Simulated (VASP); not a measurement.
# ZnCu3 (P-6m2) in VASP: single point with r2SCAN

Aim: the single point of ZnCu3 with r2SCAN.

Program: VASP 6.6.1. These are calculated values, not measurements. Logs are shortened: lines on timing, memory, paths and dates and some standing lists are left out, and cuts for length are marked.

## (1) The cell of the first run

It takes space group P-6m2 (No. 187, hexagonal). Conventional cell: a = 2.615 Å, b = 2.615 Å, c = 8.450 Å, α = 90.00°, β = 90.00°, γ = 120.00°. Within 3.4 Å of Zn (site symmetry -6m2) lie 6 Zn at 2.61 Å and 6 Cu at 2.63 Å. Within 3.4 Å of Cu (site symmetry -6m2) lie 12 Cu at 2.56 to 2.61 Å. Within 3.4 Å of Cu (site symmetry 3m) lie 9 Cu at 2.56 to 2.61 Å and 3 Zn at 2.63 Å.

## (2) Single point, r2SCAN

POSCAR

```
ZnCu3
1.0
    2.6148699492      0.0000000000      0.0000000000
   -1.3074349746      2.2645438036      0.0000000000
    0.0000000000      0.0000000000      8.4500191545
Zn Cu
1 3
Direct
    0.6666666667      0.3333333333      0.0000000000
    0.6666666667      0.3333333333      0.5000000000
    0.3333333333      0.6666666667      0.2548694969
    0.3333333333      0.6666666667      0.7451305031
```

INCAR.step1

```
  PREC = Accurate
  ENCUT = 520
  ISMEAR = 0
  SIGMA = 0.1
  LREAL = F
  LASPH = T
  NELM = 80
  NBANDS = 30
  GGA = PE
  ALGO = Normal
  EDIFF = 1E-4
  LWAVE = T
  LCHARG = F
```

INCAR.step2

```
  PREC = Accurate
  ENCUT = 520
  EDIFF = 1E-6
  ISMEAR = 0
  SIGMA = 0.1
  LREAL = F
  LASPH = T
  NELM = 80
  ALGO = Normal
  ISIF = 2
  LWAVE = F
  LCHARG = F
  METAGGA = R2SCAN
  LMIXTAU = T
  NBANDS = 30
  ISTART = 1
```

KPOINTS

```
regular mesh
0
Gamma
  18 18 6
```

Potentials or basis: VASP PAW PBE potentials, release 64 (Zn, Cu).

Command:

```bash
$ cat potpaw_PBE.64/Zn/POTCAR potpaw_PBE.64/Cu/POTCAR > POTCAR
$ cp INCAR.step1 INCAR
$ mpirun -np 1 vasp_std > vasp.out
$ cp INCAR.step2 INCAR
$ mpirun -np 1 vasp_std > vasp.out
```

OUTCAR:

```text
PREC = Accurate
   ENCUT = 520
   EDIFF = 1E-6
   ISMEAR = 0
   LREAL = F
   LASPH = T
   NELM = 80
   ISIF = 2
   METAGGA = R2SCAN
   ISTART = 1

 ion  position               nearest neighbor table
   1  0.667  0.333  0.000-   3 2.63   4 2.63   3 2.63   4 2.63   3 2.63   4 2.63
   2  0.667  0.333  0.500-   3 2.56   4 2.56   3 2.56   4 2.56   3 2.56   4 2.56
   3  0.333  0.667  0.255-   2 2.56   2 2.56   2 2.56   1 2.63   1 2.63   1 2.63
   4  0.333  0.667  0.745-   2 2.56   2 2.56   2 2.56   1 2.63   1 2.63   1 2.63

  LATTYP: Found a hexagonal cell.
 ALAT       =     2.6148699492
 C/A-ratio  =     3.2315255897

  Lattice vectors:

 A1 = (   2.6148699492,   0.0000000000,   0.0000000000)
 A2 = (  -1.3074349746,   2.2645438036,   0.0000000000)
 A3 = (   0.0000000000,   0.0000000000,   8.4500191545)

Analysis of symmetry for initial positions (statically):
=====================================================================
 Subroutine PRICEL returns:
 Original cell was already a primitive cell.

 Routine SETGRP: Setting up the symmetry group for a
 hexagonal supercell.

 Subroutine GETGRP returns: Found 12 space group operations
 (whereof 12 operations were pure point group operations)
 out of a pool of 24 trial point group operations.

The static configuration has the point symmetry D_3h.

Analysis of symmetry for dynamics (positions and initial velocities):
=====================================================================
 Subroutine PRICEL returns:
 Original cell was already a primitive cell.

 Routine SETGRP: Setting up the symmetry group for a
 hexagonal supercell.

 Subroutine GETGRP returns: Found 12 space group operations
 (whereof 12 operations were pure point group operations)
 out of a pool of 24 trial point group operations.

The dynamic configuration has the point symmetry D_3h.

 Subroutine INISYM returns: Found 12 space group operations
 (whereof 12 operations are pure point group operations),
 and found     1 'primitive' translations

----------------------------------------------------------------------------------------

                                     Primitive cell

  volume of cell :      50.0367

  direct lattice vectors                    reciprocal lattice vectors
[... 89 lines left out ...]
   ENCUT  =  520.0 eV  38.22 Ry    6.18 a.u.   4.86  4.86 15.71*2*pi/ulx,y,z
   NELM   =     80;   NELMIN=  2; NELMDL=  0     # of ELM steps
   EDIFF  = 0.1E-05   stopping-criterion for ELM
   LREAL  =      F    real-space projection
   EDIFFG = 0.1E-04   stopping-criterion for IOM
   NSW    =      0    number of steps for IOM
   IBRION =     -1    ionic relax: 0-MD 1-quasi-New 2-CG
   NFREE  =      0    steps in history (QN), initial steepest desc. (CG)
   ISIF   =      2    stress and relaxation
   ISYM   =      2    0-nonsym 1-usesym 2-fastsym
   POTIM  = 0.5000    time-step for ionic-motion
   TEBEG  =    0.0;   TEEND  =   0.0 temperature during run
   PSTRESS=    0.0 pullay stress
   NELECT =      45.0000    total number of electrons
   NUPDOWN=      -1.0000    fix difference up-down
   EMIN   =  10.00;   EMAX   =-10.00  energy-range for DOS
   EFERMI =   0.00;   METHOD = LEGACY
   ISMEAR =     0;   SIGMA  =   0.10  broadening in eV -4-tet -1-fermi 0-gaus
   EFERMI_NEDOS =   21; number of points for ismear=-14 and -15
   IALGO  =     38    algorithm
   IMIX   =      4    mixing-type and parameters
     AMIX     =   0.40;   BMIX     =  1.00
     AMIX_MAG =   1.60;   BMIX_MAG =  1.00
  volume/ion in A,a.u.               =      12.51        84.42
  Fermi-wavevector in a.u.,A,eV,Ry     =   1.580215  2.986173 33.974826  2.497079
  Thomas-Fermi vector in A             =   2.680476
   LORBIT       =      0    0 simple, 1 ext, 2 COOP (PROOUT), +10 PAW based schemes
   METAGGA = R2SCAN    functional components
   LHFCALC =     F    Hartree Fock is set to
   AEXX    =    0.0000 exact exchange contribution
   IVDW    =     0    specifies the selected vdW correction
   LEPSILON=     F    determine dielectric tensor
   LRPA    =     F    only Hartree local field effects (RPA)
 non-spin polarized calculation
 Gauss-broadening in eV      SIGMA  =   0.10
  energy-cutoff  :      520.00
  volume of cell :       50.04
 maximum number of plane-waves:      1376
 NGX is ok and might be reduce to    20
   NGX =  9   NGY =  9   NGZ = 31

 number of electron      45.0000019 magnetization

 Free energy of the ion-electron system (eV)
  ---------------------------------------------------
  ext. energy  EPLUGINS =         0.00000000
  ---------------------------------------------------
  free energy    TOTEN  =       -41.44796990 eV

  energy without entropy =      -41.44375177  energy(sigma->0) =      -41.44586083

 E-fermi :   6.1105     XC(G=0): -13.5112

 val. band max:        6.0892844608   @ k =   0.4444   0.1111   0.5000
 cond. band min:       6.1131955524   @ k =   0.2222   0.1111   0.5000
 fundamental gap:      0.0239110916
 Fermi energy:         6.1105221587

 k-point     1 :       0.0000    0.0000    0.0000
  band No.  band energies     occupation
      1      -4.3877      2.00000
      2      -2.5983      2.00000
      3      -1.8809      2.00000
      4      -1.8808      2.00000
      5      -1.4200      2.00000
      6      -1.3354      2.00000
[... 781 lines left out ...]
     29      15.3678      0.00000
     30      16.9423      0.00000

 [... further k-points ...]

------------------------ aborting loop because EDIFF is reached ----------------------------------------

  FORCE on cell =-STRESS in cart. coord.  units (eV):
  Direction    XX          YY          ZZ          XY          YZ          ZX
  --------------------------------------------------------------------------------------
  -------------------------------------------------------------------------------------
  Total       -1.6641576     -1.6641576     -1.6338914      0.0000000      0.0000000      0.0000000
  in kB      -53.2864165    -53.2864165    -52.3172920      0.0000000      0.0000000      0.0000000
  external PRESSURE =     -52.9633750 kB  Pullay stress =       0.0000000 kB

 VOLUME and BASIS-vectors are now :
 -----------------------------------------------------------------------------
  energy-cutoff  :      520.00
  volume of cell :       50.04
      direct lattice vectors                 reciprocal lattice vectors
     2.614869949  0.000000000  0.000000000     0.382428197  0.220795022  0.000000000
    -1.307434975  2.264543804  0.000000000     0.000000000  0.441590045  0.000000000
     0.000000000  0.000000000  8.450019154     0.000000000  0.000000000  0.118342927

 POSITION                                       TOTAL-FORCE (eV/Angst)
 -----------------------------------------------------------------------------------
      1.30743      0.75485      0.00000         0.000000     -0.000000      0.000000
      1.30743      0.75485      4.22501        -0.000000      0.000000      0.000000
     -0.00000      1.50970      2.15365        -0.000000      0.000000      0.047861
     -0.00000      1.50970      6.29637        -0.000000      0.000000     -0.047861
 -----------------------------------------------------------------------------------
    total drift:                               -0.000008      0.000005     -0.000000

  FREE ENERGIE OF THE ION-ELECTRON SYSTEM (eV)
  ---------------------------------------------------
  free  energy   TOTEN  =       -41.4479698968 eV

  energy  without entropy=      -41.4437517664  energy(sigma->0) =      -41.44586083
```

OSZICAR.step1:

```text
N       E                     dE             d eps       ncg     rms          rms(c)
DAV:   1     0.330069899731E+03    0.33007E+03   -0.20288E+04  9008   0.260E+03
DAV:   2     0.144668340268E+02   -0.31560E+03   -0.30356E+03  8880   0.414E+02
DAV:   3    -0.145968389823E+02   -0.29064E+02   -0.27608E+02  9752   0.163E+02
DAV:   4    -0.152038169097E+02   -0.60698E+00   -0.60589E+00 10348   0.297E+01
DAV:   5    -0.152121371101E+02   -0.83202E-02   -0.83195E-02 10780   0.321E+00    0.142E+01
DAV:   6    -0.140341988063E+02    0.11779E+01   -0.26930E+01 10450   0.111E+02    0.815E+00
DAV:   7    -0.123879184264E+02    0.16463E+01   -0.67829E+00 10862   0.773E+01    0.281E+00
DAV:   8    -0.124069684253E+02   -0.19050E-01   -0.61186E-01 13170   0.173E+01    0.178E+00
DAV:   9    -0.124001388192E+02    0.68296E-02   -0.23375E-01 11324   0.192E+01    0.128E+00
DAV:  10    -0.123774692670E+02    0.22670E-01   -0.66097E-02 11218   0.118E+01    0.184E-01
DAV:  11    -0.123780690409E+02   -0.59977E-03   -0.10502E-02 14030   0.160E+00    0.847E-02
DAV:  12    -0.123780097513E+02    0.59290E-04   -0.81518E-04  9870   0.898E-01
   1 F= -.12378010E+02 E0= -.12375892E+02  d E =-.423468E-02
```

It took 7.9 min on 1 thread of AMD EPYC 9R45 (Zen 5), shared host; peak memory 0.28 GiB.

Results:

| Quantity | Value |
| --- | --- |
| Free energy | -41.4480 eV |
| Pressure | -5.3 GPa |
| Largest force | 0.048 eV/Å |
| Band gap on the k mesh | zero (an odd number of electrons rules out a gap without spin polarisation) |

Forces in eV/Å, atoms in the order of the input:
```
Zn   0.000  0.000  0.000
Cu   0.000  0.000  0.000
Cu   0.000  0.000  0.048
Cu   0.000  0.000 -0.048
```

Caveat: the cell stands under tension; the PAW data sets were made with another functional, which shifts forces and pressure a little.

The gap in the log of VASP goes by the Fermi energy; the results here count the filled bands.